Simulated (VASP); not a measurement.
Set up this calculation in VASP 6.6.1, as the native input.

- Task: single point
- Functional: r2SCAN
- Potentials or basis: VASP PAW PBE potentials, release 64 (Ru_pv)
- Cutoff: 520 eV
- k mesh: 13 × 13 × 8
- Occupations: gaussian, width 0.3 eV
- Spin: no spin polarisation
- Dipole correction: no
- Further INCAR settings: ALGO = Normal; EDIFF = 1e-07; NBANDS = 21

The system is Ru.

```
Ru
1.0
     2.70595    0.00000    0.00000
    -1.35297    2.34342    0.00000
     0.00000    0.00000    4.25791
Ru
2
Cartesian
  0.0000 1.5623 1.0645
  1.3530 0.7811 3.1934
```

The input as run:

POSCAR

```
Ru
1.0
    2.7059477279      0.0000000000      0.0000000000
   -1.3529738639      2.3434194737      0.0000000000
    0.0000000000      0.0000000000      4.2579056513
Ru
2
Direct
    0.3333333333      0.6666666667      0.2500000000
    0.6666666667      0.3333333333      0.7500000000
```

INCAR.step1

```
SYSTEM = Ru
PREC = Accurate ; ENCUT = 520
ISMEAR = 0 ; SIGMA = 0.3
LREAL = .FALSE. ; LASPH = .TRUE.
NELM = 100 ; NBANDS = 21
GGA = PE ; ALGO = Normal
EDIFF = 1E-4 ; LWAVE = .TRUE.
LCHARG = .FALSE.
```

INCAR.step2

```
SYSTEM = Ru
PREC = Accurate ; ENCUT = 520
EDIFF = 1E-7 ; ISMEAR = 0
SIGMA = 0.3 ; LREAL = .FALSE.
LASPH = .TRUE. ; NELM = 100
ALGO = Normal ; ISIF = 2
LWAVE = .FALSE. ; LCHARG = .FALSE.
METAGGA = R2SCAN ; LMIXTAU = .TRUE.
NBANDS = 21 ; ISTART = 1
```

KPOINTS

```
Automatic mesh
0
G
  13 13 8
  0 0 0
```

Potentials or basis: VASP PAW PBE potentials, release 64 (Ru_pv).

The run is started by

```bash
$ cat potpaw_PBE.64/Ru_pv/POTCAR > POTCAR
$ cp INCAR.step1 INCAR
$ mpirun -np 1 vasp_std > vasp.out
$ cp INCAR.step2 INCAR
$ mpirun -np 1 vasp_std > vasp.out
```

Results of the run:

- Pressure: 1.6 GPa
- Band gap on the k mesh: zero (bands 14 and 15 overlap by 3.25 eV)

Caveat: so wide a smearing shifts energies and pressures; the PAW data sets were made with another functional, which shifts forces and pressure a little.

Run time: 2.3 min on 1 thread of Intel(R) Xeon(R) Platinum 8559C (Emerald Rapids), on a shared host, peak memory 0.17 GiB.
